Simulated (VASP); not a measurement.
A run of VASP 6.6.1 is set up as follows.

INCAR

```
SYSTEM = Te2Mo
PREC = Accurate
ENCUT = 520
EDIFF = 1E-6
ISMEAR = 0
SIGMA = 0.05
LREAL = .False.
LASPH = .True.
NELM = 60
ALGO = Normal
ISIF = 2
LWAVE = .False.
LCHARG = .False.
GGA = PE
NBANDS = 35
```

File KPOINTS:

```
Automatic mesh
0
Gamma
  9 9 1
  0 0 0
```

The input POSCAR:

```
Te2Mo
1.0
    3.5549909197      0.0000000000      0.0000000000
   -1.7774954599      3.0787124467      0.0000000000
    0.0000000000      0.0000000000     35.0365360304
Te Mo
4 2
Direct
    0.3333333333      0.6666666667      0.4468372677
    0.3219971581      0.6666666667      0.9483984951
    0.3446695086      0.6666666667      0.0516015049
    0.3333333333      0.6666666667      0.5531627323
    0.0000000000      0.0000000000      0.0000000000
    0.0000000000      0.0000000000      0.5000000000
```

Potentials or basis: VASP PAW PBE potentials, release 64 (Te, Mo_sv).

The run is started by

```console
$ cat potpaw_PBE.64/Te/POTCAR potpaw_PBE.64/Mo_sv/POTCAR > POTCAR
$ mpirun -np 1 vasp_std > vasp.out
```

Question: What does it give for the largest force?

Answer: 0.663 eV/Å.

Question: Estimate the band gap on the k mesh.

Answer: 0.98 eV.

Forces on the atoms (eV/Å):
```
Te   0.000  0.000  0.663
Te   0.246 -0.008 -0.026
Te  -0.246 -0.008  0.026
Te   0.000  0.000 -0.663
Mo   0.000  0.016  0.000
Mo   0.000  0.000  0.000
```

Caveat: the cell differs from its parent crystal (atoms displaced along a vibrational mode); spin-orbit coupling is left out, which moves the levels of the heavy elements.
